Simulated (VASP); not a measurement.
# Zn (Fm-3m) in VASP: relaxation of cell and atoms with PBE

Aim: the relaxation of cell and atoms of Zn with PBE.

Program: VASP 6.6.1. These are calculated values, not measurements. Logs are shortened: lines on timing, memory, paths and dates and some standing lists are left out, and cuts for length are marked.

## (1) The cell of the first run

Symmetry: Fm-3m, No. 225, cubic system. Conventional cell: a = 3.940 Å, b = 3.940 Å, c = 3.940 Å, α = 90.00°, β = 90.00°, γ = 90.00°. Within 3.7 Å of Zn (site symmetry m-3m) lie 12 Zn at 2.79 Å.

This isn't the form of Zn at room conditions, which is hcp.

## (2) Relaxation of cell and atoms, PBE

Input file INCAR:

```
SYSTEM = Zn
PREC     = Accurate       ! precision mode
ENCUT    = 500            ! plane-wave cutoff, eV
EDIFF    = 1E-7           ! SCF threshold, eV
ISMEAR   = 1              ! smearing method
SIGMA    = 0.05           ! smearing width, eV
LREAL    = .False.        ! projectors in reciprocal space
LASPH    = .True.         ! aspherical terms in the spheres
NELM     = 120            ! most SCF steps
ALGO     = Normal         ! electronic algorithm
ISIF     = 3              ! what is computed and relaxed
LWAVE    = .False.        ! write WAVECAR
LCHARG   = .False.        ! write CHGCAR
GGA      = PE             ! functional
IBRION   = 2              ! ionic algorithm
NSW      = 60             ! ionic steps
EDIFFG   = -0.01          ! ionic threshold
GGA_COMPAT= .False.      
NELMIN   = 4
```

Input file KPOINTS:

```
regular mesh
0
Gamma
  9 9 9
  0 0 0
```

Input file POSCAR:

```
Zn
1.0
    0.0000000000      1.9700000000      1.9700000000
    1.9700000000      0.0000000000      1.9700000000
    1.9700000000      1.9700000000      0.0000000000
Zn
1
Direct
    0.0000000000      0.0000000000      0.0000000000
```

Potentials or basis: VASP PAW PBE potentials, release 64 (Zn).

Launch:

```sh
$ cat potpaw_PBE.64/Zn/POTCAR > POTCAR
$ mpirun -np 1 vasp_std > vasp.out
```

OUTCAR:

```text
SYSTEM = Zn
   PREC = Accurate
   ENCUT = 500
   EDIFF = 1E-7
   ISMEAR = 1
   LREAL = .False.
   LASPH = .True.
   NELM = 120
   ISIF = 3
   GGA = PE
   IBRION = 2
   NSW = 60
   EDIFFG = -0.01
   NELMIN = 4

 ion  position               nearest neighbor table
   1  0.000  0.000  0.000-

  LATTYP: Found a face centered cubic cell.
 ALAT       =     3.9400000000

  Lattice vectors:

 A1 = (   0.0000000000,   1.9700000000,   1.9700000000)
 A2 = (   1.9700000000,   0.0000000000,   1.9700000000)
 A3 = (   1.9700000000,   1.9700000000,   0.0000000000)

Analysis of symmetry for initial positions (statically):
=====================================================================
 Subroutine PRICEL returns:
 Original cell was already a primitive cell.

 Routine SETGRP: Setting up the symmetry group for a
 face centered cubic supercell.

 Subroutine GETGRP returns: Found 48 space group operations
 (whereof 48 operations were pure point group operations)
 out of a pool of 48 trial point group operations.

The static configuration has the point symmetry O_h .

Analysis of symmetry for dynamics (positions and initial velocities):
=====================================================================
 Subroutine PRICEL returns:
 Original cell was already a primitive cell.

 Routine SETGRP: Setting up the symmetry group for a
 face centered cubic supercell.

 Subroutine GETGRP returns: Found 48 space group operations
 (whereof 48 operations were pure point group operations)
 out of a pool of 48 trial point group operations.

The dynamic configuration has the point symmetry O_h .

 Subroutine INISYM returns: Found 48 space group operations
 (whereof 48 operations are pure point group operations),
 and found     1 'primitive' translations

----------------------------------------------------------------------------------------

                                     Primitive cell

  volume of cell :      15.2907

  direct lattice vectors                    reciprocal lattice vectors
     0.000000000  1.970000000  1.970000000    -0.253807107  0.253807107  0.253807107
     1.970000000  0.000000000  1.970000000     0.253807107 -0.253807107  0.253807107
     1.970000000  1.970000000  0.000000000     0.253807107  0.253807107 -0.253807107

  length of vectors
     2.786000718  2.786000718  2.786000718     0.439606804  0.439606804  0.439606804

  position of ions in fractional coordinates (direct lattice)
     0.000000000  0.000000000  0.000000000

  ion indices of the primitive-cell ions
   primitive index   ion index
                 1           1

----------------------------------------------------------------------------------------

 KPOINTS: regular mesh

Automatic generation of k-mesh.
 Grid dimensions read from file:
 generate k-points for:    9    9    9

 Generating k-lattice:

  Cartesian coordinates                     Fractional coordinates (reciprocal lattice)
    -0.028200790  0.028200790  0.028200790     0.111111111  0.000000000  0.000000000
     0.028200790 -0.028200790  0.028200790     0.000000000  0.111111111  0.000000000
     0.028200790  0.028200790 -0.028200790     0.000000000  0.000000000  0.111111111

  Length of vectors
     0.048845200  0.048845200  0.048845200

  Shift w.r.t. Gamma in fractional coordinates (k-lattice)
     0.000000000  0.000000000  0.000000000

 Subroutine IBZKPT returns following result:
 ===========================================

 Found     35 irreducible k-points:

 Following reciprocal coordinates:
            Coordinates               Weight
  0.000000  0.000000  0.000000      1.000000
  0.111111  0.000000  0.000000      8.000000
  0.222222  0.000000  0.000000      8.000000
  0.333333  0.000000  0.000000      8.000000
  0.444444  0.000000  0.000000      8.000000
  0.111111  0.111111  0.000000      6.000000
[... 16 lines left out ...]
 -0.333333  0.333333  0.000000     12.000000
  0.444444  0.444444  0.000000      6.000000
 [... further k-points ...]
   k-points           NKPTS =     35   k-points in BZ     NKDIM =     35   number of bands    NBANDS=     10
   number of dos      NEDOS =    301   number of ions     NIONS =      1
   total plane-waves  NPLWV =   8000
   dimension x,y,z NGX =    20 NGY =   20 NGZ =   20
   dimension x,y,z NGXF=    40 NGYF=   40 NGZF=   40
   ions per type =               1
   NGX,Y,Z   is equivalent  to a cutoff of  11.93, 11.93, 11.93 a.u.
   NGXF,Y,Z  is equivalent  to a cutoff of  23.87, 23.87, 23.87 a.u.
 SYSTEM =  Zn
   PREC   = accura    normal or accurate (medium, high low for compatibility)
   ISTART =      0    job   : 0-new  1-cont  2-samecut
   ICHARG =      2    charge: 1-file 2-atom 10-const
   ISPIN  =      1    spin polarized calculation?
   LNONCOLLINEAR =      F non collinear calculations
   LSORBIT =      F    spin-orbit coupling
   LASPH  =      T    aspherical Exc in radial PAW
   ENCUT  =  500.0 eV  36.75 Ry    6.06 a.u.   5.08  5.08  5.08*2*pi/ulx,y,z
   NELM   =    120;   NELMIN=  4; NELMDL= -5     # of ELM steps
   EDIFF  = 0.1E-06   stopping-criterion for ELM
   LREAL  =      F    real-space projection
   EDIFFG = -.1E-01   stopping-criterion for IOM
   NSW    =     60    number of steps for IOM
   IBRION =      2    ionic relax: 0-MD 1-quasi-New 2-CG
   NFREE  =      1    steps in history (QN), initial steepest desc. (CG)
   ISIF   =      3    stress and relaxation
   ISYM   =      2    0-nonsym 1-usesym 2-fastsym
   POTIM  = 0.5000    time-step for ionic-motion
   TEBEG  =    0.0;   TEEND  =   0.0 temperature during run
   PSTRESS=    0.0 pullay stress
   NELECT =      12.0000    total number of electrons
   NUPDOWN=      -1.0000    fix difference up-down
   EMIN   =  10.00;   EMAX   =-10.00  energy-range for DOS
   EFERMI =   0.00;   METHOD = LEGACY
   ISMEAR =     1;   SIGMA  =   0.05  broadening in eV -4-tet -1-fermi 0-gaus
   EFERMI_NEDOS =   21; number of points for ismear=-14 and -15
   IALGO  =     38    algorithm
   IMIX   =      4    mixing-type and parameters
     AMIX     =   0.40;   BMIX     =  1.00
     AMIX_MAG =   1.60;   BMIX_MAG =  1.00
  volume/ion in A,a.u.               =      15.29       103.19
  Fermi-wavevector in a.u.,A,eV,Ry     =   1.510054  2.853587 31.024845  2.280262
  Thomas-Fermi vector in A             =   2.620294
   LORBIT       =      0    0 simple, 1 ext, 2 COOP (PROOUT), +10 PAW based schemes
   GGA     = PE    functional components
   LHFCALC =     F    Hartree Fock is set to
   AEXX    =    0.0000 exact exchange contribution
   IVDW    =     0    specifies the selected vdW correction
   LEPSILON=     F    determine dielectric tensor
   LRPA    =     F    only Hartree local field effects (RPA)
 conjugate gradient relaxation of ions
 non-spin polarized calculation
 Methfessel and Paxton  Order N= 1 SIGMA  =   0.05
  energy-cutoff  :      500.00
  volume of cell :       15.29
 maximum number of plane-waves:       397
   NGX = 11   NGY = 11   NGZ = 11

--------------------------------------- Ionic step        1  -------------------------------------------

 number of electron      11.9999992 magnetization

 Free energy of the ion-electron system (eV)
  ---------------------------------------------------
  ext. energy  EPLUGINS =         0.00000000
  ---------------------------------------------------
  free energy    TOTEN  =        -1.07312854 eV

  energy without entropy =       -1.07273603  energy(sigma->0) =       -1.07299770

------------------------ aborting loop because EDIFF is reached ----------------------------------------

  FORCE on cell =-STRESS in cart. coord.  units (eV):
  Direction    XX          YY          ZZ          XY          YZ          ZX
  --------------------------------------------------------------------------------------
  -------------------------------------------------------------------------------------
  Total       -0.0122431     -0.0122431     -0.0122431      0.0000000      0.0000000      0.0000000
  in kB       -1.2828403     -1.2828403     -1.2828403      0.0000000      0.0000000      0.0000000
  external PRESSURE =      -1.2828403 kB  Pullay stress =       0.0000000 kB

 VOLUME and BASIS-vectors are now :
 -----------------------------------------------------------------------------
  energy-cutoff  :      500.00
  volume of cell :       15.29
      direct lattice vectors                 reciprocal lattice vectors
     0.000000000  1.970000000  1.970000000    -0.253807107  0.253807107  0.253807107
     1.970000000  0.000000000  1.970000000     0.253807107 -0.253807107  0.253807107
     1.970000000  1.970000000  0.000000000     0.253807107  0.253807107 -0.253807107

 POSITION                                       TOTAL-FORCE (eV/Angst)
 -----------------------------------------------------------------------------------
      0.00000      0.00000      0.00000         0.000000      0.000000      0.000000
 -----------------------------------------------------------------------------------
    total drift:                                0.000000      0.000000      0.000000

  FREE ENERGIE OF THE ION-ELECTRON SYSTEM (eV)
  ---------------------------------------------------
  free  energy   TOTEN  =        -1.0731285418 eV

  energy  without entropy=       -1.0727360306  energy(sigma->0) =       -1.07299770

--------------------------------------- Ionic step        2  -------------------------------------------

 number of electron      11.9999992 magnetization

 Free energy of the ion-electron system (eV)
  ---------------------------------------------------
  ext. energy  EPLUGINS =         0.00000000
  ---------------------------------------------------
  free energy    TOTEN  =        -1.07314173 eV

  energy without entropy =       -1.07274889  energy(sigma->0) =       -1.07301079

 E-fermi :   2.8918     XC(G=0): -11.5445

 val. band max:        2.8811960513   @ k =  -0.4444   0.2222   0.0000
 cond. band min:       3.2098629780   @ k =  -0.3333   0.4444   0.2222
 fundamental gap:      0.3286669267
 Fermi energy:         2.8917551991

 k-point     1 :       0.0000    0.0000    0.0000
  band No.  band energies     occupation
      1      -7.2652      2.00000
      2      -4.5639      2.00000
      3      -4.5639      2.00000
      4      -4.5639      2.00000
      5      -4.1887      2.00000
      6      -4.1887      2.00000
      7      21.2234      0.00000
      8      21.2234      0.00000
      9      21.2234      0.00000
     10      21.8862      0.00000

 k-point     2 :       0.1111    0.0000    0.0000
  band No.  band energies     occupation
      1      -6.8978      2.00000
      2      -4.5891      2.00000
      3      -4.5258      2.00000
      4      -4.5258      2.00000
      5      -4.1974      2.00000
      6      -4.1974      2.00000
      7      16.8078      0.00000
      8      20.3075      0.00000
      9      20.3075      0.00000
     10      21.5738      0.00000
[... 274 lines left out ...]
 k-point    24 :       0.4444    0.4444    0.0000
  band No.  band energies     occupation
      1      -5.2215      2.00000
      2      -5.1488      2.00000
      3      -3.9303      2.00000
      4      -3.8637      2.00000
      5      -3.8637      2.00000
      6       0.9081      2.00000
      7       6.1324      0.00000
      8      11.5969      0.00000
      9      11.5969      0.00000
     10      15.1652      0.00000

 [... further k-points ...]

------------------------ aborting loop because EDIFF is reached ----------------------------------------

  FORCE on cell =-STRESS in cart. coord.  units (eV):
  Direction    XX          YY          ZZ          XY          YZ          ZX
  --------------------------------------------------------------------------------------
  -------------------------------------------------------------------------------------
  Total       -0.0005297     -0.0005297     -0.0005297     -0.0000000      0.0000000     -0.0000000
  in kB       -0.0556023     -0.0556023     -0.0556023     -0.0000000      0.0000000     -0.0000000
  external PRESSURE =      -0.0556023 kB  Pullay stress =       0.0000000 kB

 VOLUME and BASIS-vectors are now :
 -----------------------------------------------------------------------------
  energy-cutoff  :      500.00
  volume of cell :       15.26
      direct lattice vectors                 reciprocal lattice vectors
     0.000000000  1.968836442  1.968836442    -0.253957103  0.253957103  0.253957103
     1.968836442 -0.000000000  1.968836442     0.253957103 -0.253957103  0.253957103
     1.968836442  1.968836442  0.000000000     0.253957103  0.253957103 -0.253957103

 POSITION                                       TOTAL-FORCE (eV/Angst)
 -----------------------------------------------------------------------------------
      0.00000      0.00000      0.00000         0.000000      0.000000     -0.000000
 -----------------------------------------------------------------------------------
    total drift:                                0.000000      0.000000      0.000000

  FREE ENERGIE OF THE ION-ELECTRON SYSTEM (eV)
  ---------------------------------------------------
  free  energy   TOTEN  =        -1.0731417344 eV

  energy  without entropy=       -1.0727488892  energy(sigma->0) =       -1.07301079

 reached required accuracy - stopping structural energy minimisation
```

It took 7.5 s on 1 thread of Intel Xeon Platinum 8259CL at 2.50GHz (Skylake/Cascade Lake), shared host; peak memory 0.12 GiB.

Results:

```
Free energy                           : -1.0731 eV
Relaxed volume                        : 15.26 Å³/atom
Relaxed cell                          : a = 2.784 Å, b = 2.784 Å, c = 2.784 Å, α = 60.00°, β = 60.00°, γ = 60.00°
Space group after relaxing (to 0.1 Å) : Fm-3m (No. 225)
Energy gained by relaxing             : 0.0 meV/atom
Ionic steps                           : 2
Pressure after relaxing               : 0.0 GPa
Band gap on the k mesh                : zero (bands 6 and 7 overlap by 1.69 eV)
```

Final structure:
```xyz
1
Lattice="0.0000 1.9688 1.9688 1.9688 0.0000 1.9688 1.9688 1.9688 0.0000" Properties=species:S:1:pos:R:3 pbc="T T T"
Zn    0.0000    0.0000    0.0000
```

Levels at points of the mesh, in eV from the Fermi level:
```
           k point  band 2  band 3  band 4  band 5  band 6  band 7  band 8  band 9  band 10
(0.00, 0.00, 0.00)   -7.46   -7.46   -7.46   -7.08   -7.08   18.33   18.33   18.33    18.99
```
